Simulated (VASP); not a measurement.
Set up this calculation in VASP 6.6.1, as the native input.

```yaml
Task: single point
Functional: PBEsol
Potentials_or_basis: VASP PAW PBE potentials, release 64 (Ru_pv)
Cutoff: 520 eV
k_mesh: 17 × 17 × 9
Occupations: fermi-dirac, width 0.1 eV
Spin: no spin polarisation
Dipole_correction: no
Further_INCAR_settings: ALGO = Normal; EDIFF = 1e-07; NBANDS = 21
```

The structure of Ru lies in POSCAR:

```
Ru
1.0
    2.5874166292      0.0000000000      0.0000000000
   -1.2937083146      2.2407685311      0.0000000000
    0.0000000000      0.0000000000      4.1005713486
Ru
2
Direct
    0.3333333333      0.6666666667      0.2500000000
    0.6666666667      0.3333333333      0.7500000000
```

These files were run (other wordings do the same):

INCAR

```
PREC = Accurate
ENCUT = 520
EDIFF = 1E-7
ISMEAR = -1
SIGMA = 0.1
LREAL = F
LASPH = T
NELM = 60
ALGO = Normal
ISIF = 2
LWAVE = F
LCHARG = T
GGA = PS
LELF = T
LVHAR = T
NBANDS = 21
```

KPOINTS

```
Automatic mesh
0
Gamma
  17 17 9
```

Potentials or basis: VASP PAW PBE potentials, release 64 (Ru_pv).

Run with:

```sh
$ cat potpaw_PBE.64/Ru_pv/POTCAR > POTCAR
$ mpirun -np 1 vasp_std > vasp.out
```

It gave:

The pressure is 52.3 GPa and the band gap on the k mesh is zero (band 14 reaches 17.21 eV, above the bottom of band 15 at 13.31 eV).

Caveat: the PAW data sets were made with another functional, which shifts forces and pressure a little.

It took 2.1 min on 1 thread of Intel Xeon 8259CL, with other jobs on the host, peak memory 0.18 GiB.
